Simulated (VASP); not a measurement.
A run of VASP 6.6.1:

File INCAR:

```
SYSTEM = SnSe
PREC = Accurate
ENCUT = 520
EDIFF = 1E-7
ISMEAR = -1
SIGMA = 0.05
LREAL = .FALSE.
LASPH = .TRUE.
NELM = 100
ALGO = Normal
ISIF = 2
LWAVE = .FALSE.
LCHARG = .FALSE.
GGA = B5
ALDAX = 1.0
AGGAX = 1.0
AGGAC = 1.0
ALDAC = 0.0
IVDW = 12
VDW_S6 = 1.0
VDW_S8 = 2.6996
VDW_A1 = 0.4298
VDW_A2 = 4.2359
NBANDS = 17
```

Contents of KPOINTS:

```
regular mesh
0
G
  8 8 8
  0 0 0
```

File POSCAR:

```
SnSe
1.0
    0.0000000000      3.0496098055      3.0496098055
    3.0496098055      0.0000000000      3.0496098055
    3.0496098055      3.0496098055      0.0000000000
Sn Se
1 1
Direct
    0.0000000000      0.0000000000      0.0000000000
    0.5000000000      0.5000000000      0.5000000000
```

Potentials or basis: VASP PAW PBE potentials, release 64 (Sn_d, Se).

Launch:

```sh
$ cat potpaw_PBE.64/Sn_d/POTCAR potpaw_PBE.64/Se/POTCAR > POTCAR
$ mpirun -np 1 vasp_std > vasp.out
```

Hardware: 1 thread of Intel(R) Xeon(R) Platinum 8488C (Sapphire Rapids), with other jobs on the host.

Task: Estimate the wall time of this run.

Result: Wall time 24 s on 1 thread of Intel(R) Xeon(R) Platinum 8488C (Sapphire Rapids), on a shared host, peak memory 0.19 GiB. Counts: scf iterations 13, k points 29.
